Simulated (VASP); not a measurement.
Here is a VASP 6.6.1 calculation.

File INCAR:

```
SYSTEM = Ti
ALGO = Normal ; EDIFF = 1E-7
ENCUT = 520 ; GGA = PE
ISIF = 2 ; ISMEAR = 0
ISPIN = 2 ; LASPH = .True.
LCHARG = .False. ; LMAXMIX = 4
LORBIT = 11 ; LREAL = .False.
LWAVE = .False. ; MAGMOM = 0.6
NBANDS = 16 ; NELM = 150
NUPDOWN = 0.6 ; PREC = Accurate
SIGMA = 0.15
```

KPOINTS

```
k-points
0
Gamma
  22 22 22
  0 0 0
```

POSCAR

```
Ti
1.0
   -1.6518192362      1.6518192362      1.6518192362
    1.6518192362     -1.6518192362      1.6518192362
    1.6518192362      1.6518192362     -1.6518192362
Ti
1
Direct
    0.0000000000      0.0000000000      0.0000000000
```

Potentials or basis: VASP PAW PBE potentials, release 64 (Ti_sv).

Command:

```sh
$ cat potpaw_PBE.64/Ti_sv/POTCAR > POTCAR
$ mpirun -np 1 vasp_std > vasp.out
```

**Question.** Estimate the pressure.

**Answer.** -3.7 GPa.

Caveat: the total moment is fixed, so each spin has its own Fermi level.
